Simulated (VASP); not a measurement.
Input of a VASP 6.6.1 run:

The input INCAR:

```
SYSTEM = LaBe2
ALGO     = Normal         ! electronic algorithm
EDIFF    = 1E-7           ! SCF threshold, eV
EDIFFG   = -0.08          ! ionic threshold
ENCUT    = 600            ! plane-wave cutoff, eV
GGA      = PE             ! functional
IBRION   = 2              ! ionic algorithm
ISIF     = 3              ! what is computed and relaxed
ISMEAR   = 0              ! smearing method
LASPH    = .True.         ! aspherical terms in the spheres
LCHARG   = .False.        ! write CHGCAR
LREAL    = .False.        ! projectors in reciprocal space
LWAVE    = .False.        ! write WAVECAR
NELM     = 80             ! most SCF steps
NSW      = 36             ! ionic steps
PREC     = Accurate       ! precision mode
SIGMA    = 0.2            ! smearing width, eV
```

KPOINTS

```
k-points
0
Gamma
  6 6 6
  0 0 0
```

File POSCAR:

```
LaBe2
1.0
   -1.9406037100      1.9406037100      6.2068857700
    1.9406037100     -1.9406037100      6.2068857700
    1.9406037100      1.9406037100     -6.2068857700
La Be
2 4
Direct
    0.7500000000      0.2500000000      0.5000000000
    0.0000000000      0.0000000000      0.0000000000
    0.1658638300      0.6658638300      0.5000000000
    0.5841361700      0.5841361700      0.0000000000
    0.3341361700      0.8341361700      0.5000000000
    0.4158638300      0.4158638300      0.0000000000
```

Potentials or basis: VASP PAW PBE potentials, release 64 (La, Be).

Command:

```bash
$ cat potpaw_PBE.64/La/POTCAR potpaw_PBE.64/Be/POTCAR > POTCAR
$ mpirun -np 1 vasp_std > vasp.out
```

Q: Predict the band gap on the k mesh.

A: Zero (bands 15 and 16 overlap by 1.01 eV).

Q: What does it give for the space group after relaxing (to 0.1 Å)?

A: I4_1/amd (No. 141).

Forces in eV/Å, atoms in the order of the input:
```
La   0.000  0.000  0.000
La   0.000  0.000  0.000
Be   0.000  0.000 -0.018
Be   0.000  0.000  0.018
Be   0.000  0.000  0.018
Be   0.000  0.000 -0.018
```

Caveat: spin-orbit coupling is left out, which moves the levels of the heavy elements.
